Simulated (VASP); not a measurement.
**Y: single point with PBE**

The system is Y.

```
Y
1.0
     3.65354    0.00000    0.00000
    -1.82677    3.16406    0.00000
     0.00000    0.00000    5.69886
Y
2
Direct
  0.33333 0.66667 0.25000
  0.66667 0.33333 0.75000
```

- Program: VASP 6.6.1
- Task: single point
- Functional: PBE
- Potentials or basis: VASP PAW PBE potentials, release 64 (Y_sv)
- Cutoff: 520 eV
- k mesh: 10 × 10 × 6
- Occupations: gaussian, width 0.1 eV
- Spin: no spin polarisation

```yaml
Pressure: -0.3 GPa
Band_gap_on_the_k_mesh: zero (bands 11 and 12 overlap by 1.45 eV)
```

Stress tensor (GPa, compression positive):
```
-0.09  0.00  0.00
 0.00 -0.09  0.00
 0.00  0.00 -0.58
```

Levels at points of the mesh, in eV from the Fermi level:
```tsv
k point	band 7	band 8	band 9	band 10	band 11	band 12	band 13	band 14	band 15	band 16
(0.00, 0.00, 0.00)	-22.41	-22.37	-4.68	-1.84	0.92	1.74	1.74	2.09	2.35	2.35
(0.50, 0.00, 0.00)	-22.53	-22.46	-1.67	-1.18	-0.80	-0.12	1.42	1.45	2.09	4.97
(0.00, 0.00, 0.50)	-22.45	-22.45	-3.24	-3.24	0.97	0.97	1.65	1.65	1.65	1.65
(0.50, 0.00, 0.50)	-22.52	-22.52	-1.64	-1.64	0.08	0.08	1.38	1.38	2.75	2.75
```

Wall time 2.2 min on 1 thread of Intel Xeon 8259CL (shared host), peak memory 0.22 GiB.
